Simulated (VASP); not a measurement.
Wanted: the native input for a VASP 6.6.1 run.

| Quantity | Value |
| --- | --- |
| Task | electric field gradients |
| Functional | r2SCAN |
| Potentials or basis | VASP PAW PBE potentials, release 64 (Mg, I) |
| Cutoff | 520 eV |
| k mesh | 7 × 7 × 4, shifted |
| Occupations | methfessel-paxton, width 0.15 eV |
| Spin | no spin polarisation |
| Dipole correction | no |
| Further INCAR settings | ALGO = Normal; EDIFF = 1e-08; NBANDS = 15; ISYM = 0 |

MgI2:

```
CELL_PARAMETERS angstrom
4.14000 0.00000 0.00000
-2.07000 3.58535 0.00000
0.00000 0.00000 6.88000
ATOMIC_POSITIONS crystal
Mg 0.90000 0.95000 0.03750
I 0.43333 0.71667 0.21250
I 0.66667 0.33333 0.75000
```

These files were run (other wordings do the same):

POSCAR

```
MgI2
1.0
    4.1400000000      0.0000000000      0.0000000000
   -2.0700000000      3.5853451717      0.0000000000
    0.0000000000      0.0000000000      6.8800000000
Mg I
1 2
Direct
   -0.1000000000     -0.0500000000      0.0375000000
    0.4333333333      0.7166666667      0.2125000000
    0.6666666667      0.3333333333      0.7500000000
```

INCAR.step1

```
SYSTEM = MgI2
PREC     = Accurate       ! precision mode
ENCUT    = 520            ! plane-wave cutoff, eV
ISMEAR   = 1              ! smearing method
SIGMA    = 0.15           ! smearing width, eV
LREAL    = .FALSE.        ! projectors in reciprocal space
LASPH    = .TRUE.         ! aspherical terms in the spheres
NELM     = 60             ! most SCF steps
ISYM     = 0            
NBANDS   = 15             ! bands
GGA      = PE             ! functional
ALGO     = Normal         ! electronic algorithm
EDIFF    = 1E-4           ! SCF threshold, eV
LWAVE    = .TRUE.         ! write WAVECAR
LCHARG   = .FALSE.        ! write CHGCAR
```

INCAR.step2

```
SYSTEM = MgI2
PREC     = Accurate       ! precision mode
ENCUT    = 520            ! plane-wave cutoff, eV
EDIFF    = 1E-8           ! SCF threshold, eV
ISMEAR   = 1              ! smearing method
SIGMA    = 0.15           ! smearing width, eV
LREAL    = .FALSE.        ! projectors in reciprocal space
LASPH    = .TRUE.         ! aspherical terms in the spheres
NELM     = 60             ! most SCF steps
ALGO     = Normal         ! electronic algorithm
ISIF     = 2              ! what is computed and relaxed
LWAVE    = .FALSE.        ! write WAVECAR
LCHARG   = .FALSE.        ! write CHGCAR
METAGGA  = R2SCAN         ! meta-GGA
LMIXTAU  = .TRUE.       
LEFG     = .TRUE.       
ISYM     = 0            
NBANDS   = 15             ! bands
ISTART   = 1
```

KPOINTS

```
Automatic mesh
0
Gamma
  7 7 4
  0.5 0.5 0.5
```

Potentials or basis: VASP PAW PBE potentials, release 64 (Mg, I).

Launch:

```sh
$ cat potpaw_PBE.64/Mg/POTCAR potpaw_PBE.64/I/POTCAR > POTCAR
$ cp INCAR.step1 INCAR
$ mpirun -np 1 vasp_std > vasp.out
$ cp INCAR.step2 INCAR
$ mpirun -np 1 vasp_std > vasp.out
```

Results of the run:

```
Pressure                                : 12.5 GPa
Largest force                           : 11.925 eV/Å
Band gap on the k mesh                  : 3.02 eV (least direct gap 3.52 eV)
Largest electric field gradient by atom : Mg -54.2; I -269.9, +97.9 V/Å²
```

Caveat: the cell stands under pressure; without QUAD_EFG the Cq values of the log hold for a quadrupole moment of 1 mb, not for the nuclei; the PAW data sets were made with another functional, which shifts forces and pressure a little; spin-orbit coupling is left out, which moves the levels of the heavy elements; a shifted mesh leaves out Γ, where band edges can lie.

Wall time 21 min on 1 thread of Intel(R) Xeon(R) Platinum 8259CL CPU @ 2.50GHz (Skylake/Cascade Lake), with other jobs on the host, peak memory 0.58 GiB.
